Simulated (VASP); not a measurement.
Wanted: the native input for a VASP 6.6.1 run.

```
Task                   : single point
Functional             : LDA
Potentials or basis    : VASP PAW LDA potentials, release 64 (Hg, Te)
Cutoff                 : 500 eV
k mesh                 : 6 × 6 × 6
Occupations            : fermi-dirac, width 0.1 eV
Spin                   : non-collinear spin, zero start, spin-orbit coupling
Starting moments       : [[0.0, 0.0, 0.0], [0.0, 0.0, 0.0]] μB
Dipole correction      : no
Further INCAR settings : ALGO = Normal; EDIFF = 1e-06; NBANDS = 30
```

The structure of HgTe (Coloradoite) lies in POSCAR:

```
HgTe
1.0
    4.5459890000      0.0000000000      0.0000000000
    2.2729945000      3.9369419593      0.0000000000
    2.2729945000      1.3123139864      3.7117844754
Hg Te
1 1
Direct
    0.0000000000      0.0000000000      0.0000000000
    0.2500000000      0.2500000000      0.2500000000
```

The input as run:

INCAR

```
SYSTEM = HgTe
ALGO = Normal ; EDIFF = 1E-6
ENCUT = 500 ; GGA_COMPAT = .False.
ISIF = 2 ; ISMEAR = -1
LASPH = .True. ; LCHARG = .False.
LNONCOLLINEAR = .True. ; LORBIT = 11
LORBMOM = .True. ; LREAL = .False.
LSORBIT = .True. ; LWAVE = .False.
MAGMOM = 0 0 0 0 0 0 ; NBANDS = 30
NELM = 200 ; PREC = Accurate
SIGMA = 0.1
```

KPOINTS

```
k-points
0
Gamma
  6 6 6
  0 0 0
```

Potentials or basis: VASP PAW LDA potentials, release 64 (Hg, Te).

Launch:

```sh
$ cat potpaw_LDA.64/Hg/POTCAR potpaw_LDA.64/Te/POTCAR > POTCAR
$ mpirun -np 1 vasp_ncl > vasp.out
```

Results of the run:

```
Pressure                                              : 0.2 GPa
Net moment                                            : 0.00 μB per cell
Valence electrons inside the program's atomic spheres : Hg 10.56; Te 3.39
```

Run time: 110 s on 1 thread of Intel(R) Xeon(R) Platinum 8259CL CPU @ 2.50GHz (Skylake/Cascade Lake), on a shared host, peak memory 0.31 GiB.
